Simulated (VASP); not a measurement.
# CuSi8Ni8 (a cell with a defect) (Cu interstitial hop) in VASP: further runs

The runs below take CuSi8Ni8 (a cell with a defect) (Cu interstitial hop) through single point, with PBE.

Everything below comes from runs of VASP 6.6.1. Logs are shortened: lines on timing, memory, paths and dates and some standing lists are left out, and cuts for length are marked.

## Step 1: The cell of the first run

The cell holds a defect, 17 atoms: a = 6.549 Å, b = 7.599 Å, c = 6.160 Å, α = 55.66°, β = 73.38°, γ = 50.96°.

## Step 2: Single point, PBE

INCAR

```
  PREC = Accurate
  ENCUT = 520
  EDIFF = 1E-6
  ISMEAR = 1
  SIGMA = 0.1
  LREAL = Auto
  LASPH = True
  NELM = 80
  ALGO = Normal
  ISIF = 2
  LWAVE = False
  LCHARG = False
  GGA = PE
  NBANDS = 76
```

KPOINTS

```
Automatic mesh
0
Gamma
  4 4 4
```

POSCAR

```
CuSi8Ni8
1.0
    0.0000000000      3.3970617500      5.5985038700
    5.1384089300      0.0000000000      5.5985038700
    5.1384089300      3.3970617500      0.0000000000
Si Ni Cu
8 8 1
Direct
    0.3054415576      0.3104593861      0.5017013240
    0.7489980494      0.8669012365      0.9452683582
    0.2513631267      0.1766188463     -0.0006682503
    0.6847568664      0.6699898551      0.5659445417
    0.1646973117      0.7494993783      0.5689574424
    0.6817429067      0.2324434759      0.0860102588
    0.3330192552      0.7592678884      0.9176802618
    0.8154004473      0.2304498305      0.4353001565
    0.2307353124      0.4799531710      0.0199625907
    0.7227682243      0.9540228496      0.5279421245
    0.2728994835      0.0363920903      0.4581421782
    0.7925531968      0.5167353112      0.9778025833
    0.0352352019      0.7821500311      0.2154721968
    0.5253043018      0.3081981455      0.7253948624
    0.4551858815      0.7292361334      0.2665793869
    0.9841164444      0.2002980023      0.7955207668
    0.9245108121      0.4911063342      0.3261962104
```

Potentials or basis: VASP PAW PBE potentials, release 64 (Si, Ni, Cu).

Started as:

```console
> cat potpaw_PBE.64/Si/POTCAR potpaw_PBE.64/Ni/POTCAR potpaw_PBE.64/Cu/POTCAR > POTCAR
> mpirun -np 1 vasp_std > vasp.out
```

OUTCAR:

```text
PREC = Accurate
   ENCUT = 520
   EDIFF = 1E-6
   ISMEAR = 1
   LREAL = Auto
   LASPH = True
   NELM = 80
   ISIF = 2
   GGA = PE

 ion  position               nearest neighbor table
   1  0.305  0.310  0.502-  17 2.20  14 2.25  10 2.29  11 2.38  13 2.40   9 2.54  16 2.60   3 2.62
                             8 2.94   2 3.01   6 3.04   5 3.10
   2  0.749  0.867  0.945-  17 2.20  14 2.25  10 2.29  12 2.38  13 2.40   9 2.54  15 2.60   3 2.62
                             8 2.94   1 3.01   5 3.04   6 3.10
   3  0.251  0.177  0.999-   9 2.30  16 2.30  15 2.30  14 2.39  12 2.40  11 2.40   1 2.62   2 2.62

   4  0.685  0.670  0.566-  17 2.18  10 2.20  12 2.22  11 2.22  15 2.38  16 2.38   7 2.70  13 2.86
                             5 3.06   6 3.06  14 3.10
   5  0.165  0.749  0.569-  15 2.24  10 2.27   9 2.29  14 2.33  13 2.39  11 2.39   8 2.53   7 2.73
                             2 3.04   4 3.06   1 3.10
   6  0.682  0.232  0.086-  16 2.24  10 2.27   9 2.29  14 2.33  13 2.39  12 2.39   8 2.53   7 2.73
                             1 3.04   4 3.06   2 3.10
   7  0.333  0.759  0.918-  13 2.25   9 2.32  12 2.34  11 2.34  16 2.35  15 2.35   4 2.70   5 2.73
                             6 2.73
   8  0.815  0.230  0.435-  17 2.21  14 2.23  10 2.27  12 2.37  11 2.37   5 2.53   6 2.53  15 2.59
                            16 2.59   1 2.94   2 2.94
   9  0.231  0.480  0.020-   5 2.29   6 2.29   3 2.30  17 2.32   7 2.32  14 2.49   2 2.54   1 2.54
                            13 2.63  11 2.78  12 2.78
  10  0.723  0.954  0.528-   4 2.20   8 2.27   5 2.27   6 2.27   1 2.29   2 2.29  13 2.61  12 2.71
                            11 2.71  14 2.97
  11  0.273  0.036  0.458-   4 2.22   7 2.34   8 2.37   1 2.38   5 2.39  17 2.40   3 2.40  15 2.66
                            16 2.67  10 2.71   9 2.78
  12  0.793  0.517  0.978-   4 2.22   7 2.34   8 2.37   2 2.38   6 2.39  17 2.40   3 2.40  16 2.66
                            15 2.67  10 2.71   9 2.78
  13  0.035  0.782  0.215-   7 2.25   6 2.39   5 2.39   1 2.40   2 2.40  17 2.43  16 2.60  15 2.60
                            10 2.61   9 2.63   4 2.86
  14  0.525  0.308  0.725-   8 2.23   1 2.25   2 2.25   5 2.33   6 2.33   3 2.39   9 2.49  16 2.67
                            15 2.67  10 2.97   4 3.10
  15  0.455  0.729  0.267-   5 2.24   3 2.30   7 2.35   4 2.38  17 2.40   8 2.59   2 2.60  13 2.60
                            11 2.66  14 2.67  12 2.67
  16  0.984  0.200  0.796-   6 2.24   3 2.30   7 2.35   4 2.38  17 2.40   8 2.59   1 2.60  13 2.60
                            12 2.66  14 2.67  11 2.67
  17  0.925  0.491  0.326-   4 2.18   1 2.20   2 2.20   8 2.21   9 2.32  16 2.40  15 2.40  11 2.40
                            12 2.40  13 2.43

  LATTYP: Found a face centered orthorhombic cell.
 ALAT       =     6.7941235000
 B/A-ratio  =     1.5126039231
 C/A-ratio  =     1.6480430095

  Lattice vectors:

 A1 = (   5.1384089300,   0.0000000000,  -5.5985038700)
 A2 = (   0.0000000000,   3.3970617500,  -5.5985038700)
 A3 = (   5.1384089300,   3.3970617500,   0.0000000000)

Analysis of symmetry for initial positions (statically):
=====================================================================
 Subroutine PRICEL returns:
 Original cell was already a primitive cell.

 Routine SETGRP: Setting up the symmetry group for a
 face centered orthorhombic supercell.

 Subroutine GETGRP returns: Found  1 space group operations
 (whereof  1 operations were pure point group operations)
 out of a pool of  8 trial point group operations.

The static configuration has the point symmetry C_1 .

Analysis of symmetry for dynamics (positions and initial velocities):
=====================================================================
 Subroutine PRICEL returns:
 Original cell was already a primitive cell.

 Routine SETGRP: Setting up the symmetry group for a
 face centered orthorhombic supercell.

 Subroutine GETGRP returns: Found  1 space group operations
 (whereof  1 operations were pure point group operations)
 out of a pool of  8 trial point group operations.

The dynamic configuration has the point symmetry C_1 .

 Subroutine INISYM returns: Found  1 space group operations
 (whereof  1 operations are pure point group operations),
 and found     1 'primitive' translations

----------------------------------------------------------------------------------------

                                     Primitive cell

  volume of cell :     195.4493

  direct lattice vectors                    reciprocal lattice vectors
[... 52 lines left out ...]
 generate k-points for:    4    4    4

 Generating k-lattice:

  Cartesian coordinates                     Fractional coordinates (reciprocal lattice)
    -0.024326596  0.036796505  0.022327394     0.250000000  0.000000000  0.000000000
     0.024326596 -0.036796505  0.022327394     0.000000000  0.250000000  0.000000000
     0.024326596  0.036796505 -0.022327394     0.000000000  0.000000000  0.250000000

  Length of vectors
     0.049439646  0.049439646  0.049439646

  Shift w.r.t. Gamma in fractional coordinates (k-lattice)
     0.000000000  0.000000000  0.000000000

 Subroutine IBZKPT returns following result:
 ===========================================

 Found     36 irreducible k-points:

 Following reciprocal coordinates:
            Coordinates               Weight
  0.000000  0.000000  0.000000      1.000000
  0.250000  0.000000  0.000000      2.000000
  0.000000  0.000000  0.250000      2.000000
 -0.250000 -0.250000 -0.250000      2.000000
  0.000000  0.250000  0.000000      2.000000
  0.500000  0.000000  0.000000      1.000000
[... 16 lines left out ...]
 -0.250000  0.000000  0.250000      2.000000
  0.250000  0.500000  0.250000      2.000000
 [... further k-points ...]
   k-points           NKPTS =     36   k-points in BZ     NKDIM =     36   number of bands    NBANDS=     76
   number of dos      NEDOS =    301   number of ions     NIONS =     17
   total plane-waves  NPLWV = 144000
   dimension x,y,z NGX =    50 NGY =   60 NGZ =   48
   dimension x,y,z NGXF=   100 NGYF=  120 NGZF=   96
   ions per type =               8   8   1
   NGX,Y,Z   is equivalent  to a cutoff of  12.69, 13.13, 12.95 a.u.
   NGXF,Y,Z  is equivalent  to a cutoff of  25.39, 26.25, 25.91 a.u.
 SYSTEM =  unknown system
   PREC   = accura    normal or accurate (medium, high low for compatibility)
   ISTART =      0    job   : 0-new  1-cont  2-samecut
   ICHARG =      2    charge: 1-file 2-atom 10-const
   ISPIN  =      1    spin polarized calculation?
   LNONCOLLINEAR =      F non collinear calculations
   LSORBIT =      F    spin-orbit coupling
   LASPH  =      T    aspherical Exc in radial PAW
   ENCUT  =  520.0 eV  38.22 Ry    6.18 a.u.  12.18 14.13 11.45*2*pi/ulx,y,z
   NELM   =     80;   NELMIN=  2; NELMDL= -5     # of ELM steps
   EDIFF  = 0.1E-05   stopping-criterion for ELM
   LREAL  =      T    real-space projection
   EDIFFG = 0.1E-04   stopping-criterion for IOM
   NSW    =      0    number of steps for IOM
   IBRION =     -1    ionic relax: 0-MD 1-quasi-New 2-CG
   NFREE  =      0    steps in history (QN), initial steepest desc. (CG)
   ISIF   =      2    stress and relaxation
   ISYM   =      2    0-nonsym 1-usesym 2-fastsym
   POTIM  = 0.5000    time-step for ionic-motion
   TEBEG  =    0.0;   TEEND  =   0.0 temperature during run
   PSTRESS=    0.0 pullay stress
   NELECT =     123.0000    total number of electrons
   NUPDOWN=      -1.0000    fix difference up-down
   EMIN   =  10.00;   EMAX   =-10.00  energy-range for DOS
   EFERMI =   0.00;   METHOD = LEGACY
   ISMEAR =     1;   SIGMA  =   0.10  broadening in eV -4-tet -1-fermi 0-gaus
   EFERMI_NEDOS =   21; number of points for ismear=-14 and -15
   IALGO  =     38    algorithm
   IMIX   =      4    mixing-type and parameters
     AMIX     =   0.40;   BMIX     =  1.00
     AMIX_MAG =   1.60;   BMIX_MAG =  1.00
  volume/ion in A,a.u.               =      11.50        77.59
  Fermi-wavevector in a.u.,A,eV,Ry     =   1.402917  2.651128 26.778645  1.968175
  Thomas-Fermi vector in A             =   2.525631
   LORBIT       =      0    0 simple, 1 ext, 2 COOP (PROOUT), +10 PAW based schemes
   GGA     = PE    functional components
   LHFCALC =     F    Hartree Fock is set to
   AEXX    =    0.0000 exact exchange contribution
   IVDW    =     0    specifies the selected vdW correction
   LEPSILON=     F    determine dielectric tensor
   LRPA    =     F    only Hartree local field effects (RPA)
 non-spin polarized calculation
 Methfessel and Paxton  Order N= 1 SIGMA  =   0.10
  energy-cutoff  :      520.00
  volume of cell :      195.45
 maximum number of plane-waves:      5282
 NGX is ok and might be reduce to    50
   NGX = 25   NGY = 29   NGZ = 23

 number of electron     123.0000006 magnetization

 Free energy of the ion-electron system (eV)
  ---------------------------------------------------
  ext. energy  EPLUGINS =         0.00000000
  ---------------------------------------------------
  free energy    TOTEN  =       -96.64875353 eV

  energy without entropy =      -96.64246045  energy(sigma->0) =      -96.64665583

 E-fermi :  11.1463     XC(G=0): -12.4925

 val. band max:       11.1444056454   @ k =  -0.2500   0.2500  -0.2500
 cond. band min:      11.1845626820   @ k =   0.2500   0.0000   0.2500
 fundamental gap:      0.0401570366
 Fermi energy:        11.1463250616

 k-point     1 :       0.0000    0.0000    0.0000
  band No.  band energies     occupation
      1      -2.3137      2.00000
      2       1.1990      2.00000
      3       1.4519      2.00000
      4       1.9823      2.00000
      5       2.1811      2.00000
      6       2.2442      2.00000
[... 1813 lines left out ...]
     72      14.2819      0.00000
     73      14.5179      0.00000

 [... further k-points ...]

 [bands above 73 left out]

------------------------ aborting loop because EDIFF is reached ----------------------------------------

  FORCE on cell =-STRESS in cart. coord.  units (eV):
  Direction    XX          YY          ZZ          XY          YZ          ZX
  --------------------------------------------------------------------------------------
  -------------------------------------------------------------------------------------
  Total       18.0348153     17.2300539     13.9081491     -0.0018847     -0.0009702     -1.0524954
  in kB      147.8387212    141.2417649    114.0107591     -0.0154494     -0.0079534     -8.6277330
  external PRESSURE =     134.3637484 kB  Pullay stress =       0.0000000 kB

 VOLUME and BASIS-vectors are now :
 -----------------------------------------------------------------------------
  energy-cutoff  :      520.00
  volume of cell :      195.45
      direct lattice vectors                 reciprocal lattice vectors
     0.000000000  3.397061750  5.598503870    -0.097306385  0.147186020  0.089309575
     5.138408930  0.000000000  5.598503870     0.097306385 -0.147186020  0.089309575
     5.138408930  3.397061750  0.000000000     0.097306385  0.147186020 -0.089309575

 POSITION                                       TOTAL-FORCE (eV/Angst)
 -----------------------------------------------------------------------------------
      4.17321      2.74191      3.44812        -0.000640      0.001473     -0.000562
      9.31167      5.75553      9.04662        -0.000544     -0.001980     -0.001018
      6.04252      4.24869      2.39606         0.004214      0.001177      0.002468
      6.35074      4.24871      7.58455         0.014133      0.000405      0.001173
      6.77477      2.49227      5.11813         0.009993      0.000282     -0.002809
      1.63635      2.60810      5.11808         0.008361     -0.000109     -0.002671
[... 9 lines left out ...]
      5.11692      6.04554      6.63095        -0.016453     -0.002219      0.007448
      4.19963      4.24873      7.92534        -0.014652      0.000608      0.000174
 -----------------------------------------------------------------------------------
    total drift:                                0.000577     -0.000512     -0.001537

  FREE ENERGIE OF THE ION-ELECTRON SYSTEM (eV)
  ---------------------------------------------------
  free  energy   TOTEN  =       -96.6487535252 eV

  energy  without entropy=      -96.6424604495  energy(sigma->0) =      -96.64665583
```

Run time: 21 min. Hardware: 1 thread of Intel Xeon 6975P-C (Granite Rapids), shared host; peak memory 0.57 GiB.

What came out:

```
Free energy   : -96.6488 eV
Pressure      : 13.4 GPa
Largest force : 0.024 eV/Å
```

Forces in eV/Å, atoms in the order of the input:
```
Si  -0.001  0.001 -0.001
Si  -0.001 -0.002 -0.001
Si   0.004  0.001  0.002
Si   0.014  0.000  0.001
Si   0.010  0.000 -0.003
Si   0.008  0.000 -0.003
Si  -0.017  0.000  0.007
Si  -0.017 -0.001 -0.005
Ni   0.009  0.000 -0.004
Ni  -0.002  0.000 -0.007
Ni   0.002 -0.017  0.003
Ni   0.001  0.017  0.002
Ni   0.014  0.000 -0.015
Ni   0.022  0.000  0.009
Ni  -0.017  0.002  0.007
Ni  -0.016 -0.002  0.007
Cu  -0.015  0.001  0.000
```

Levels at points of the mesh, in eV from the Fermi level:
| k point | band 59 | band 60 | band 61 | band 62 | band 63 | band 64 | band 65 | band 66 |
| --- | --- | --- | --- | --- | --- | --- | --- | --- |
| (0.00, 0.00, 0.00) | -1.29 | -1.27 | -1.07 | 0.27 | 1.02 | 1.84 | 2.12 | 2.61 |
| (0.50, 0.00, 0.00) | -1.06 | -0.71 | -0.48 | -0.35 | -0.02 | 0.36 | 0.56 | 0.96 |
| (0.00, 0.00, 0.50) | -1.06 | -0.71 | -0.48 | -0.35 | -0.02 | 0.36 | 0.56 | 0.96 |
| (0.50, 0.50, 0.50) | -1.12 | -0.71 | -0.42 | -0.33 | -0.12 | 0.25 | 0.68 | 1.16 |
| (0.00, 0.50, 0.00) | -1.12 | -0.71 | -0.42 | -0.33 | -0.12 | 0.25 | 0.68 | 1.16 |
| (0.50, 0.50, 0.00) | -1.29 | -0.46 | -0.29 | -0.01 | 0.05 | 0.39 | 0.40 | 0.63 |
| (0.50, 0.00, 0.50) | -0.91 | -0.68 | -0.66 | 0.40 | 0.63 | 1.47 | 1.75 | 1.84 |
| (0.00, 0.50, 0.50) | -1.58 | -0.40 | 0.09 | 0.62 | 0.75 | 0.97 | 0.99 | 1.08 |

(Part 1 of 2 ends here.)
